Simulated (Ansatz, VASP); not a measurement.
One calculation of VN, two programs

```
V N
1.0
     0.00000    2.05350    2.05350
     2.05350    0.00000    2.05350
     2.05350    2.05350    0.00000
V N
1 1
Direct
  0.00000 0.00000 0.00000
  0.50000 0.50000 0.50000
```

Alike in both runs: task single point; functional PBE; dispersion D4; k mesh 10 × 10 × 10; occupations gaussian, width 0.05 eV; collinear spin.

|  | VASP | Ansatz |
| --- | --- | --- |
| version | VASP 6.6.1 | Ansatz 0.2.0 |
| potentials or method | VASP PAW PBE potentials, release 64 (V_sv, N), cutoff 600 eV | scalar-relativistic, plane waves, PAW |
| valence electrons in the cell | 18 | 18 |

|  | VASP | Ansatz | Ansatz less VASP |
| --- | --- | --- | --- |
| gap on the k mesh at the Fermi level (eV) | none | none | - |
| pressure (GPa) | -5.6 | -6.2 | -0.63 |
| net moment per atom (μB) | 0.00 | 0.00 | -0.002 |

A gap of «none» marks a metal or a gap that the smearing closes. Ansatz's warnings: seeded moment not kept.
